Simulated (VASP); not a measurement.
# AlN (P2_1) in VASP: notebook

AlN is run at these levels: r2SCAN; tasks: single point.

Program: VASP 6.6.1. These are calculated values, not measurements. Logs are shortened: lines on timing, memory, paths and dates and some standing lists are left out, and cuts for length are marked.

## 1. The cell of the first run

It takes space group P2_1 (No. 4, monoclinic). The conventional cell has a = 3.107 Å, b = 4.978 Å, c = 3.107 Å, α = 90.00°, β = 120.00°, γ = 90.00°. Al (site symmetry 1) has 4 N at 1.87 to 1.93 Å within 2.5 Å. N (site symmetry 1) has 4 Al at 1.87 to 1.93 Å within 2.5 Å.

## 2. Single point, r2SCAN (atoms displaced along a vibrational mode)

Input file POSCAR:

```
AlN
1.0
   -3.1066653462      0.0000000000      0.0000000000
    0.0000000000      0.0000000000     -4.9784048411
    0.0000000000     -5.3809022217      0.0000000000
Al N
4 4
Direct
    0.4436695040      0.9983070980      0.1666666667
   -0.0563304960      0.9983070980      0.6666666667
    0.0563304960      0.4983070980      0.3333333333
    0.5563304960      0.4983070980      0.8333333333
    0.5494532283      0.6166929020      0.1666666667
    0.0494532283      0.6166929020      0.6666666667
   -0.0494532283      0.1166929020      0.3333333333
    0.4505467717      0.1166929020      0.8333333333
```

Input file INCAR.step1:

```
SYSTEM = AlN
  PREC = Accurate
  ENCUT = 520
  ISMEAR = 0
  SIGMA = 0.05
  LREAL = .FALSE.
  LASPH = .TRUE.
  NELM = 60
  NBANDS = 26
  GGA = PE
  ALGO = Normal
  EDIFF = 1E-4
  LWAVE = .TRUE.
  LCHARG = .FALSE.
```

Input file INCAR.step2:

```
SYSTEM = AlN
  PREC = Accurate
  ENCUT = 520
  EDIFF = 1E-7
  ISMEAR = 0
  SIGMA = 0.05
  LREAL = .FALSE.
  LASPH = .TRUE.
  NELM = 60
  ALGO = Normal
  ISIF = 2
  LWAVE = .FALSE.
  LCHARG = .FALSE.
  METAGGA = R2SCAN
  LMIXTAU = .TRUE.
  NBANDS = 26
  ISTART = 1
```

Input file KPOINTS:

```
regular mesh
0
G
  8 6 4
  0 0 0
```

Potentials or basis: VASP PAW PBE potentials, release 64 (Al, N).

Command:

```bash
> cat potpaw_PBE.64/Al/POTCAR potpaw_PBE.64/N/POTCAR > POTCAR
> cp INCAR.step1 INCAR
> mpirun -np 1 vasp_std > vasp.out
> cp INCAR.step2 INCAR
> mpirun -np 1 vasp_std > vasp.out
```

OUTCAR:

```text
SYSTEM = AlN
   PREC = Accurate
   ENCUT = 520
   EDIFF = 1E-7
   ISMEAR = 0
   LREAL = .FALSE.
   LASPH = .TRUE.
   NELM = 60
   ISIF = 2
   METAGGA = R2SCAN
   ISTART = 1

 ion  position               nearest neighbor table
   1  0.444  0.998  0.167-   7 1.87   8 1.89   7 1.91   5 1.93   3 2.91   3 2.91   4 3.09   4 3.09
                             2 3.11   2 3.11   2 3.11   2 3.11   3 3.26   3 3.26
   2  0.944  0.998  0.667-   8 1.87   7 1.89   8 1.91   6 1.93   4 2.91   4 2.91   3 3.09   3 3.09
                             1 3.11   1 3.11   1 3.11   1 3.11   4 3.26   4 3.26
   3  0.056  0.498  0.333-   5 1.87   6 1.89   5 1.91   7 1.93   1 2.91   1 2.91   2 3.09   2 3.09
                             4 3.11   4 3.11   4 3.11   4 3.11   1 3.26   1 3.26
   4  0.556  0.498  0.833-   6 1.87   5 1.89   6 1.91   8 1.93   2 2.91   2 2.91   1 3.09   1 3.09
                             3 3.11   3 3.11   3 3.11   3 3.11   2 3.26   2 3.26
   5  0.549  0.617  0.167-   3 1.87   4 1.89   3 1.91   1 1.93
   6  0.049  0.617  0.667-   4 1.87   3 1.89   4 1.91   2 1.93
   7  0.951  0.117  0.333-   1 1.87   2 1.89   1 1.91   3 1.93
   8  0.451  0.117  0.833-   2 1.87   1 1.89   2 1.91   4 1.93

  LATTYP: Found a simple orthorhombic cell.
 ALAT       =     3.1066653462
 B/A-ratio  =     1.6024915098
 C/A-ratio  =     1.7320508076

  Lattice vectors:

 A1 = (  -3.1066653462,   0.0000000000,   0.0000000000)
 A2 = (   0.0000000000,   0.0000000000,  -4.9784048411)
 A3 = (   0.0000000000,  -5.3809022217,   0.0000000000)

Analysis of symmetry for initial positions (statically):
=====================================================================
 Subroutine PRICEL returns following result:

  LATTYP: Found a hexagonal cell.
 ALAT       =     3.1066653462
 C/A-ratio  =     1.6024915098

  Lattice vectors:

 A1 = (  -1.5533326731,  -2.6904511108,   0.0000000000)
 A2 = (  -1.5533326731,   2.6904511109,   0.0000000000)
 A3 = (   0.0000000000,   0.0000000000,  -4.9784048411)

   2 primitive cells build up your supercell.

 Routine SETGRP: Setting up the symmetry group for a
 simple orthorhombic supercell.

 Subroutine GETGRP returns: Found  2 space group operations
 (whereof  1 operations were pure point group operations)
 out of a pool of  8 trial point group operations.

The static configuration has the point symmetry C_1 .
 The point group associated with its full space group is C_2 .

Analysis of symmetry for dynamics (positions and initial velocities):
=====================================================================
 Subroutine PRICEL returns following result:

  LATTYP: Found a hexagonal cell.
 ALAT       =     3.1066653462
 C/A-ratio  =     1.6024915098

  Lattice vectors:

 A1 = (  -1.5533326731,  -2.6904511108,   0.0000000000)
 A2 = (  -1.5533326731,   2.6904511109,   0.0000000000)
 A3 = (   0.0000000000,   0.0000000000,  -4.9784048411)

   2 primitive cells build up your supercell.

 Routine SETGRP: Setting up the symmetry group for a
 simple orthorhombic supercell.

 Subroutine GETGRP returns: Found  2 space group operations
 (whereof  1 operations were pure point group operations)
 out of a pool of  8 trial point group operations.

The dynamic configuration has the point symmetry C_1 .
 The point group associated with its full space group is C_2 .

 Subroutine INISYM returns: Found  2 space group operations
 (whereof  1 operations are pure point group operations),
 and found     2 'primitive' translations

----------------------------------------------------------------------------------------

                                     Primitive cell

  volume of cell :      41.6112

  direct lattice vectors                    reciprocal lattice vectors
    -1.553332673 -2.690451111  0.000000000    -0.321888549 -0.185842440  0.000000000
    -1.553332673  2.690451111  0.000000000    -0.321888549  0.185842440  0.000000000
     0.000000000  0.000000000 -4.978404841     0.000000000  0.000000000 -0.200867553

  length of vectors
     3.106665346  3.106665346  4.978404841     0.371684881  0.371684881  0.200867553

  position of ions in fractional coordinates (direct lattice)
     0.610336171  0.277002837  0.998307098
     0.389663829  0.722997163  0.498307098
     0.716119895  0.382786562  0.616692902
     0.283880105  0.617213438  0.116692902

  ion indices of the primitive-cell ions
   primitive index   ion index
                 1           1
                 2           4
                 3           5
                 4           8

----------------------------------------------------------------------------------------

 KPOINTS: regular mesh

Automatic generation of k-mesh.
 Grid dimensions read from file:
 generate k-points for:    8    6    4

 Generating k-lattice:

  Cartesian coordinates                     Fractional coordinates (reciprocal lattice)
    -0.040236069  0.000000000  0.000000000     0.125000000  0.000000000  0.000000000
     0.000000000  0.000000000 -0.033477926     0.000000000  0.166666667  0.000000000
     0.000000000 -0.046460610  0.000000000     0.000000000  0.000000000  0.250000000

  Length of vectors
     0.040236069  0.033477926  0.046460610

  Shift w.r.t. Gamma in fractional coordinates (k-lattice)
     0.000000000  0.000000000  0.000000000

 Subroutine IBZKPT returns following result:
 ===========================================

 Found     72 irreducible k-points:

 Following reciprocal coordinates:
            Coordinates               Weight
  0.000000  0.000000  0.000000      1.000000
  0.125000  0.000000  0.000000      2.000000
  0.250000  0.000000  0.000000      2.000000
  0.375000  0.000000  0.000000      2.000000
  0.500000  0.000000  0.000000      1.000000
  0.000000  0.166667  0.000000      2.000000
[... 16 lines left out ...]
  0.125000  0.000000 -0.250000      2.000000
  0.250000  0.000000  0.250000      2.000000
 [... further k-points ...]
   k-points           NKPTS =     72   k-points in BZ     NKDIM =     72   number of bands    NBANDS=     26
   number of dos      NEDOS =    301   number of ions     NIONS =      8
   total plane-waves  NPLWV =  38400
   dimension x,y,z NGX =    24 NGY =   40 NGZ =   40
   dimension x,y,z NGXF=    48 NGYF=   80 NGZF=   80
   ions per type =               4   4
   NGX,Y,Z   is equivalent  to a cutoff of  12.84, 13.36, 12.36 a.u.
   NGXF,Y,Z  is equivalent  to a cutoff of  25.69, 26.71, 24.72 a.u.
 SYSTEM =  AlN
   PREC   = accura    normal or accurate (medium, high low for compatibility)
   ISTART =      1    job   : 0-new  1-cont  2-samecut
   ICHARG =      0    charge: 1-file 2-atom 10-const
   ISPIN  =      1    spin polarized calculation?
   LNONCOLLINEAR =      F non collinear calculations
   LSORBIT =      F    spin-orbit coupling
   LASPH  =      T    aspherical Exc in radial PAW
   ENCUT  =  520.0 eV  38.22 Ry    6.18 a.u.   5.78  9.26 10.00*2*pi/ulx,y,z
   NELM   =     60;   NELMIN=  2; NELMDL=  0     # of ELM steps
   EDIFF  = 0.1E-06   stopping-criterion for ELM
   LREAL  =      F    real-space projection
   EDIFFG = 0.1E-05   stopping-criterion for IOM
   NSW    =      0    number of steps for IOM
   IBRION =     -1    ionic relax: 0-MD 1-quasi-New 2-CG
   NFREE  =      0    steps in history (QN), initial steepest desc. (CG)
   ISIF   =      2    stress and relaxation
   ISYM   =      2    0-nonsym 1-usesym 2-fastsym
   POTIM  = 0.5000    time-step for ionic-motion
   TEBEG  =    0.0;   TEEND  =   0.0 temperature during run
   PSTRESS=    0.0 pullay stress
   NELECT =      32.0000    total number of electrons
   NUPDOWN=      -1.0000    fix difference up-down
   EMIN   =  10.00;   EMAX   =-10.00  energy-range for DOS
   EFERMI =   0.00;   METHOD = LEGACY
   ISMEAR =     0;   SIGMA  =   0.05  broadening in eV -4-tet -1-fermi 0-gaus
   EFERMI_NEDOS =   21; number of points for ismear=-14 and -15
   IALGO  =     38    algorithm
   IMIX   =      4    mixing-type and parameters
     AMIX     =   0.40;   BMIX     =  1.00
     AMIX_MAG =   1.60;   BMIX_MAG =  1.00
  volume/ion in A,a.u.               =      10.40        70.20
  Fermi-wavevector in a.u.,A,eV,Ry     =   1.190451  2.249626 19.281821  1.417174
  Thomas-Fermi vector in A             =   2.326535
   LORBIT       =      0    0 simple, 1 ext, 2 COOP (PROOUT), +10 PAW based schemes
   METAGGA = R2SCAN    functional components
   LHFCALC =     F    Hartree Fock is set to
   AEXX    =    0.0000 exact exchange contribution
   IVDW    =     0    specifies the selected vdW correction
   LEPSILON=     F    determine dielectric tensor
   LRPA    =     F    only Hartree local field effects (RPA)
 non-spin polarized calculation
 Gauss-broadening in eV      SIGMA  =   0.05
  energy-cutoff  :      520.00
  volume of cell :       83.22
 maximum number of plane-waves:      2264
 NGX is ok and might be reduce to    24
   NGX = 11   NGY = 19   NGZ = 21

 number of electron      32.0000001 magnetization

 Free energy of the ion-electron system (eV)
  ---------------------------------------------------
  ext. energy  EPLUGINS =         0.00000000
  ---------------------------------------------------
  free energy    TOTEN  =       -76.38121566 eV

  energy without entropy =      -76.38121566  energy(sigma->0) =      -76.38121566

 E-fermi :   6.3637     XC(G=0): -11.4316

 val. band max:        6.1286140350   @ k =   0.0000   0.0000   0.0000
 cond. band min:      10.6908292832   @ k =   0.0000   0.0000   0.0000
 fundamental gap:      4.5622152481
 Fermi energy:         6.3636689934

 k-point     1 :       0.0000    0.0000    0.0000
  band No.  band energies     occupation
      1     -10.0303      2.00000
      2      -8.0839      2.00000
      3      -7.8910      2.00000
      4      -7.3594      2.00000
      5      -0.1028      2.00000
      6       0.4298      2.00000
[... 18 lines left out ...]
     25      18.0047      0.00000
     26      18.7363      0.00000

 k-point     2 :       0.1250    0.0000    0.0000
  band No.  band energies     occupation
      1      -9.8796      2.00000
      2      -7.9939      2.00000
      3      -7.8060      2.00000
      4      -7.3479      2.00000
      5       0.0783      2.00000
      6       0.5799      2.00000
[... 18 lines left out ...]
     25      17.8729      0.00000
     26      18.6243      0.00000

 k-point     3 :       0.2500    0.0000    0.0000
  band No.  band energies     occupation
      1      -9.4518      2.00000
      2      -7.7725      2.00000
      3      -7.5894      2.00000
      4      -7.3619      2.00000
      5       0.6030      2.00000
      6       0.9292      2.00000
[... 18 lines left out ...]
     25      18.0251      0.00000
     26      18.2237      0.00000

 k-point     4 :       0.3750    0.0000    0.0000
  band No.  band energies     occupation
      1      -8.8286      2.00000
      2      -7.7137      2.00000
      3      -7.3694      2.00000
      4      -7.3578      2.00000
      5       0.9486      2.00000
      6       1.3812      2.00000
[... 18 lines left out ...]
     25      17.5879      0.00000
     26      18.0492      0.00000
[... 496 lines left out ...]
      1      -9.6811      2.00000
      2      -8.4510      2.00000
      3      -7.7156      2.00000
      4      -7.2776      2.00000
      5       0.3256      2.00000
      6       1.0911      2.00000
[... 18 lines left out ...]
     25      17.4594      0.00000
     26      18.4423      0.00000

 k-point    23 :       0.1250    0.0000   -0.2500
  band No.  band energies     occupation
      1      -9.6896      2.00000
      2      -8.4187      2.00000
      3      -7.6923      2.00000
      4      -7.3350      2.00000
      5       0.3067      2.00000
      6       1.1428      2.00000
[... 18 lines left out ...]
     25      17.9928      0.00000
     26      18.1991      0.00000

 k-point    24 :       0.2500    0.0000    0.2500
  band No.  band energies     occupation
      1      -9.2637      2.00000
      2      -8.2134      2.00000
      3      -7.5447      2.00000
      4      -7.2079      2.00000
      5       0.8518      2.00000
      6       1.0065      2.00000
[... 18 lines left out ...]
     25      17.3826      0.00000
     26      17.9460      0.00000

 [... further k-points ...]

------------------------ aborting loop because EDIFF is reached ----------------------------------------

  FORCE on cell =-STRESS in cart. coord.  units (eV):
  Direction    XX          YY          ZZ          XY          YZ          ZX
  --------------------------------------------------------------------------------------
  -------------------------------------------------------------------------------------
  Total       -1.7506261     -0.0773376      0.0867696      0.4079800      0.0000000      0.0000000
  in kB      -33.7026622     -1.4888868      1.6704692      7.8543402      0.0000000      0.0000000
  external PRESSURE =     -11.1736933 kB  Pullay stress =       0.0000000 kB

 VOLUME and BASIS-vectors are now :
 -----------------------------------------------------------------------------
  energy-cutoff  :      520.00
  volume of cell :       83.22
      direct lattice vectors                 reciprocal lattice vectors
    -3.106665346  0.000000000  0.000000000    -0.321888549  0.000000000  0.000000000
     0.000000000  0.000000000 -4.978404841     0.000000000  0.000000000 -0.200867553
     0.000000000 -5.380902222  0.000000000     0.000000000 -0.185842440  0.000000000

 POSITION                                       TOTAL-FORCE (eV/Angst)
 -----------------------------------------------------------------------------------
     -1.37833     -0.89682     -4.96998        -1.074465      0.145226      0.189008
     -2.93167     -3.58727     -4.96998        -1.074465      0.145226      0.189008
     -0.17500     -1.79363     -2.48077         1.074465     -0.145226      0.189008
     -1.72833     -4.48409     -2.48077         1.074465     -0.145226      0.189008
     -1.70697     -0.89682     -3.07015         0.498860      0.068742     -0.189008
     -0.15363     -3.58727     -3.07015         0.498860      0.068742     -0.189008
     -2.95303     -1.79363     -0.58094        -0.498860     -0.068742     -0.189008
     -1.39970     -4.48409     -0.58094        -0.498860     -0.068742     -0.189008
 -----------------------------------------------------------------------------------
    total drift:                                0.000000      0.000001      0.001339

  FREE ENERGIE OF THE ION-ELECTRON SYSTEM (eV)
  ---------------------------------------------------
  free  energy   TOTEN  =       -76.3812156643 eV

  energy  without entropy=      -76.3812156643  energy(sigma->0) =      -76.38121566
```

Wall time 9.5 min (1 thread of Intel Xeon 8259CL, shared host); peak memory 0.27 GiB.

Results:

```yaml
Free_energy: -76.3812 eV
Pressure: -1.1 GPa
Largest_force: 1.101 eV/Å
Band_gap_on_the_k_mesh: 4.56 eV
```

Forces on the atoms (eV/Å):
```
Al  -1.074  0.145  0.189
Al  -1.074  0.145  0.189
Al   1.074 -0.145  0.189
Al   1.074 -0.145  0.189
N    0.499  0.069 -0.189
N    0.499  0.069 -0.189
N   -0.499 -0.069 -0.189
N   -0.499 -0.069 -0.189
```

Stress tensor (GPa, compression positive):
```
-3.37  0.79  0.00
 0.79 -0.15  0.00
 0.00  0.00  0.17
```

Levels at points of the mesh, in eV from the valence-band top:
| k point | band 13 | band 14 | band 15 | band 16 | band 17 | band 18 | band 19 | band 20 |
| --- | --- | --- | --- | --- | --- | --- | --- | --- |
| (0.00, 0.00, 0.00) | -0.98 | -0.69 | -0.17 | 0.00 | 4.56 | 6.24 | 6.41 | 7.29 |
| (0.50, 0.00, 0.00) | -2.04 | -2.04 | -1.42 | -1.42 | 6.00 | 6.00 | 8.41 | 8.41 |
| (0.00, 0.50, 0.00) | -0.81 | -0.81 | -0.66 | -0.66 | 5.63 | 5.63 | 6.88 | 6.88 |
| (0.50, 0.50, 0.00) | -1.09 | -1.09 | -1.09 | -1.09 | 7.04 | 7.04 | 7.04 | 7.04 |
| (0.00, 0.00, 0.50) | -0.74 | -0.74 | -0.43 | -0.43 | 6.58 | 6.58 | 8.10 | 8.10 |
| (0.50, 0.00, 0.50) | -2.27 | -1.25 | -1.00 | -0.83 | 5.23 | 6.08 | 6.64 | 7.13 |
| (0.00, 0.50, 0.50) | -1.15 | -1.15 | -1.15 | -1.15 | 6.93 | 6.93 | 6.93 | 6.93 |
| (0.50, 0.50, 0.50) | -1.50 | -1.50 | -1.21 | -1.21 | 5.51 | 5.51 | 5.97 | 5.97 |

Caveat: the cell differs from its parent crystal (atoms displaced along a vibrational mode); the PAW data sets were made with another functional, which shifts forces and pressure a little.

## 3. Single point, r2SCAN (atoms displaced along a vibrational mode)

Input file POSCAR:

```
AlN
1.0
   -3.1066653462      0.0000000000      0.0000000000
    0.0000000000      0.0000000000     -4.9784048411
    0.0000000000     -5.3809022217      0.0000000000
Al N
4 4
Direct
    0.4758583588      0.9983070980      0.1666666667
   -0.0241416412      0.9983070980      0.6666666667
    0.0241416412      0.4983070980      0.3333333333
    0.5241416412      0.4983070980      0.8333333333
    0.5211942407      0.6166929020      0.1666666667
    0.0211942407      0.6166929020      0.6666666667
   -0.0211942407      0.1166929020      0.3333333333
    0.4788057593      0.1166929020      0.8333333333
```

Input file INCAR.step1:

```
SYSTEM = AlN
ALGO = Normal
EDIFF = 1E-4
ENCUT = 520
GGA = PE
ISMEAR = 0
LASPH = .TRUE.
LCHARG = .FALSE.
LREAL = .FALSE.
LWAVE = .TRUE.
NBANDS = 26
NELM = 80
PREC = Accurate
SIGMA = 0.05
```

Input file INCAR.step2:

```
SYSTEM = AlN
ALGO = Normal
EDIFF = 1E-6
ENCUT = 520
ISIF = 2
ISMEAR = 0
ISTART = 1
LASPH = .TRUE.
LCHARG = .FALSE.
LMIXTAU = .TRUE.
LREAL = .FALSE.
LWAVE = .FALSE.
METAGGA = R2SCAN
NBANDS = 26
NELM = 80
PREC = Accurate
SIGMA = 0.05
```

Input file KPOINTS:

```
k-points
0
G
  8 6 4
  0 0 0
```

Potentials or basis: VASP PAW PBE potentials, release 64 (Al, N).

Command:

```bash
> cat potpaw_PBE.64/Al/POTCAR potpaw_PBE.64/N/POTCAR > POTCAR
> cp INCAR.step1 INCAR
> mpirun -np 1 vasp_std > vasp.out
> cp INCAR.step2 INCAR
> mpirun -np 1 vasp_std > vasp.out
```

It took 8.1 min on 1 thread of Intel Xeon 8259CL, shared host; peak memory 0.27 GiB.

Results (log left out):

```
Free energy            : -76.8148 eV
Pressure               : -0.5 GPa
Largest force          : 0.467 eV/Å
Band gap on the k mesh : 4.85 eV
```

Forces in eV/Å, atoms in the order of the input:
```
Al  -0.465  0.028  0.039
Al  -0.465  0.028  0.039
Al   0.465 -0.028  0.039
Al   0.465 -0.028  0.039
N    0.212  0.012 -0.039
N    0.212  0.012 -0.039
N   -0.212 -0.012 -0.039
N   -0.212 -0.012 -0.039
```

Stress tensor (GPa, compression positive):
```
-0.94  0.28  0.00
 0.28 -0.35  0.00
 0.00  0.00 -0.34
```

Levels at points of the mesh, in eV from the valence-band top:
| k point | band 12 | band 13 | band 14 | band 15 | band 16 | band 17 | band 18 | band 19 | band 20 | band 21 |
| --- | --- | --- | --- | --- | --- | --- | --- | --- | --- | --- |
| (0.00, 0.00, 0.00) | -0.89 | -0.77 | -0.38 | -0.15 | 0.00 | 4.85 | 6.41 | 6.53 | 7.49 | 8.92 |
| (0.50, 0.00, 0.00) | -2.90 | -1.88 | -1.88 | -1.44 | -1.44 | 6.31 | 6.31 | 8.58 | 8.58 | 9.73 |
| (0.00, 0.50, 0.00) | -1.31 | -0.63 | -0.63 | -0.56 | -0.56 | 5.93 | 5.93 | 7.19 | 7.19 | 10.07 |
| (0.50, 0.50, 0.00) | -3.05 | -1.00 | -1.00 | -1.00 | -1.00 | 7.30 | 7.30 | 7.30 | 7.30 | 9.80 |
| (0.00, 0.00, 0.50) | -1.63 | -0.51 | -0.51 | -0.41 | -0.41 | 6.87 | 6.87 | 8.34 | 8.34 | 8.84 |
| (0.50, 0.00, 0.50) | -2.16 | -2.02 | -1.54 | -0.79 | -0.71 | 5.98 | 6.40 | 6.64 | 6.82 | 8.90 |
| (0.00, 0.50, 0.50) | -1.67 | -1.08 | -1.08 | -1.08 | -1.08 | 7.21 | 7.21 | 7.21 | 7.21 | 10.35 |
| (0.50, 0.50, 0.50) | -1.58 | -1.44 | -1.44 | -1.29 | -1.29 | 5.85 | 5.85 | 6.05 | 6.05 | 9.99 |

Caveat: the cell differs from its parent crystal (atoms displaced along a vibrational mode); the PAW data sets were made with another functional, which shifts forces and pressure a little.
